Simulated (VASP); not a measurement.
Write the native input for VASP 6.6.1 that does the following.

```
Task                   : single point
Functional             : LDA
Potentials or basis    : VASP PAW LDA potentials, release 64 (Ca_sv, Mg)
Cutoff                 : 520 eV
k mesh                 : 14 × 14 × 14
Occupations            : gaussian, width 0.15 eV
Spin                   : no spin polarisation
Dipole correction      : no
Further INCAR settings : ALGO = Fast; EDIFF = 1e-06; NBANDS = 13
```

The structure of CaMg lies in POSCAR:

```
CaMg
1.0
    3.5276183235      0.0000000000      0.0000000000
    0.0000000000      3.5276183235      0.0000000000
    0.0000000000      0.0000000000      5.3538663295
Ca Mg
1 1
Direct
    0.0000000000      0.0000000000      0.0000000000
    0.5000000000      0.5000000000      0.5000000000
```

One way to write it, as run:

INCAR

```
SYSTEM = CaMg
  ALGO = Fast
  EDIFF = 1E-6
  ENCUT = 520
  ISIF = 2
  ISMEAR = 0
  LASPH = .True.
  LCHARG = .False.
  LREAL = .False.
  LWAVE = .False.
  NBANDS = 13
  NELM = 80
  PREC = Accurate
  SIGMA = 0.15
```

KPOINTS

```
k-points
0
Gamma
  14 14 14
  0 0 0
```

Potentials or basis: VASP PAW LDA potentials, release 64 (Ca_sv, Mg).

Run with:

```bash
$ cat potpaw_LDA.64/Ca_sv/POTCAR potpaw_LDA.64/Mg/POTCAR > POTCAR
$ mpirun -np 1 vasp_std > vasp.out
```

It gave:

```yaml
Pressure: -3.2 GPa
Band_gap_on_the_k_mesh: zero (bands 6 and 7 overlap by 1.24 eV)
```

Caveat: the cell stands under tension.

It took 110 s on 1 thread of Intel(R) Xeon(R) 6975P-C (Granite Rapids), on a shared host, peak memory 0.38 GiB.
